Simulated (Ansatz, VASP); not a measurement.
# One calculation of Ca3P, two programs

File INCAR:

```
SYSTEM = Ca3P
PREC = Accurate ; ENCUT = 600
EDIFF = 1E-6 ; ISMEAR = 0
SIGMA = 0.1 ; LREAL = .False.
LASPH = .True. ; NELM = 100
ALGO = Normal ; ISIF = 3
LWAVE = .False. ; LCHARG = .False.
GGA = PE ; IBRION = 2
NSW = 100 ; EDIFFG = -0.01
```

File KPOINTS:

```
Automatic mesh
0
Gamma
  10 10 10
  0 0 0
```

Contents of POSCAR:

```
Ca3P
1.0
    4.6348797262      0.0000000000      0.0000000000
    0.0000000000      4.6348797262      0.0000000000
    0.0000000000      0.0000000000      4.6348797262
Ca P
3 1
Direct
    0.0000000000      0.5000000000      0.5000000000
    0.5000000000      0.0000000000      0.5000000000
    0.5000000000      0.5000000000      0.0000000000
    0.0000000000      0.0000000000      0.0000000000
```

Input for Ansatz:

```yaml
crystal:
  lattice:
    - [4.6348797262, 0.0, 0.0]
    - [0.0, 4.6348797262, 0.0]
    - [0.0, 0.0, 4.6348797262]
  atoms:
    - { symbol: Ca, position: [0.0, 0.5, 0.5] }
    - { symbol: Ca, position: [0.5, 0.0, 0.5] }
    - { symbol: Ca, position: [0.5, 0.5, 0.0] }
    - { symbol: P, position: [0.0, 0.0, 0.0] }
basis:
  ecutwfc: 420
kpoints:
  mp_grid: { grid: [10, 10, 10] }
hamiltonian:
  xc: pbe
scf:
  occupations: { method: gaussian, width: 0.1 }
output:
  forces: true
  stress: true
  eigenvalues: true
relax:
  adjacent_minimum: "off"
  f_tol: 0.01
  max_steps: 80
  cell: { stress_tol: 0.05 }
```

Alike in both runs: task relaxation of cell and atoms; functional PBE; k mesh 10 × 10 × 10; occupations gaussian, width 0.1 eV; no spin polarisation.

|  | VASP | Ansatz |
| --- | --- | --- |
| version | VASP 6.6.1 | Ansatz 0.2.0 |
| potentials or method | VASP PAW PBE potentials, release 64 (Ca_sv, P), cutoff 600 eV | scalar-relativistic, plane waves, PAW |
| valence electrons in the cell | 35 | 35 |

VASP gave:

| Item | Value |
| --- | --- |
| gap on the k mesh at the Fermi level, each at its own relaxed structure (eV) | none |
| relaxed volume (Å³/atom) | 27.12 |
| relaxed length of the cell vector where the two differ most in proportion (Å) | 4.769 |

Task: Which values does Ansatz return?

Result: gap on the k mesh at the Fermi level, each at its own relaxed structure (eV): none; relaxed volume (Å³/atom): 27.00; relaxed length of the cell vector where the two differ most in proportion (Å): 4.762.

A gap of «none» marks a metal or a gap that the smearing closes.
